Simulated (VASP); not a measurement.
**LiH: single point with PBEsol**

The system is LiH.

```
Li H
1.0
     0.00000    1.99847    1.99847
     1.99847    0.00000    1.99847
     1.99847    1.99847    0.00000
Li H
1 1
Direct
  0.00000 0.00000 0.00000
  0.50000 0.50000 0.50000
```

```
Program             : VASP 6.6.1
Task                : single point
Functional          : PBEsol
Potentials or basis : VASP PAW PBE potentials, release 64 (Li_sv, H)
Cutoff              : 520 eV
k mesh              : 8 × 8 × 8
Occupations         : methfessel-paxton, width 0.001 eV
Spin                : no spin polarisation
```

```yaml
Band_gap_on_the_k_mesh: 2.74 eV, direct
```

Levels at points of the mesh, in eV from the valence-band top:
```csv
k point,band 1,band 2,band 3,band 4,band 5,band 6,band 7
"(0.00, 0.00, 0.00)",-43.70,-5.58,16.22,17.82,17.82,17.82,22.45
"(0.50, 0.00, 0.00)",-43.64,-2.73,4.72,13.64,16.37,16.37,18.98
"(0.50, 0.50, 0.00)",-43.63,0.00,2.74,10.66,10.66,13.74,17.29
```

Run time: 5 s on 1 thread of AMD EPYC 7R13 Processor (Zen 3), on a shared host, peak memory 0.1 GiB.

 A k mesh can miss the band edges.
